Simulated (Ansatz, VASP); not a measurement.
# Hf3Br in VASP and in Ansatz

INCAR

```
SYSTEM = Hf3Br
PREC = Accurate ; ENCUT = 520
EDIFF = 1E-6 ; ISMEAR = 0
SIGMA = 0.1 ; LREAL = .FALSE.
LASPH = .TRUE. ; NELM = 100
ALGO = Normal ; ISIF = 2
LWAVE = .FALSE. ; LCHARG = .FALSE.
GGA = PE ; NBANDS = 26
```

The input KPOINTS:

```
Automatic mesh
0
G
  6 6 2
  0 0 0
```

POSCAR

```
Hf3Br
1.0
    3.3109151700      0.0000000000      0.0000000000
   -1.6554575900      2.8673366500      0.0000000000
    0.0000000000      0.0000000000     10.3140599100
Hf Br
3 1
Direct
    0.0000000000      0.0000000000      0.0000000000
    0.6666666700      0.3333333300      0.7616215300
    0.6666666700      0.3333333300      0.2383784700
    0.0000000000      0.0000000000      0.5000000000
```

Input for Ansatz:

```yaml
crystal:
  lattice:
    - [3.31091517, 0.0, 0.0]
    - [-1.65545759, 2.86733665, 0.0]
    - [0.0, 0.0, 10.31405991]
  atoms:
    - { symbol: Hf, position: [0.0, 0.0, 0.0] }
    - { symbol: Hf, position: [0.66666667, 0.33333333, 0.76162153] }
    - { symbol: Hf, position: [0.66666667, 0.33333333, 0.23837847] }
    - { symbol: Br, position: [0.0, 0.0, 0.5] }
basis:
  ecutwfc: 420
kpoints:
  mp_grid: { grid: [6, 6, 2] }
hamiltonian:
  xc: pbe
scf:
  occupations: { method: gaussian, width: 0.1 }
  lower_state_search: "off"
output:
  forces: true
  stress: true
  eigenvalues: true
```

Change from the starting cell: species swapped into the Co3Ir type (P-6m2, No. 187).

Alike in both runs: task single point; functional PBE; k mesh 6 × 6 × 2; occupations gaussian, width 0.1 eV; no spin polarisation.

|  | VASP | Ansatz |
| --- | --- | --- |
| version | VASP 6.6.1 | Ansatz 0.2.0 |
| potentials or method | VASP PAW PBE potentials, release 64 (Hf_pv, Br), cutoff 520 eV | scalar-relativistic, plane waves, PAW |
| valence electrons in the cell | 37 | 85 |

|  | VASP | Ansatz | Ansatz less VASP |
| --- | --- | --- | --- |
| gap on the k mesh at the Fermi level (eV) | none | none | - |
| pressure (GPa) | -5.5 | -5.2 | +0.36 |
| traceless stress, the component that is largest in VASP (GPa) | -6.10 | -6.05 | +0.043 |
| rms of the force components (eV/Å) | 0.273 | 0.283 | +0.0100 |

Atom by atom the forces differ by 0.010 eV/Å (rms over components). A gap of «none» marks a metal or a gap that the smearing closes. The functional is the same, so the differences come from potentials, cutoffs and numerics. VASP's potentials hold 37 valence electrons a cell and Ansatz's 85, so a difference there can come from the potentials and not from the codes.

The k mesh is coarse, so the values compare programs but aren't converged. Spin-orbit coupling is off throughout.
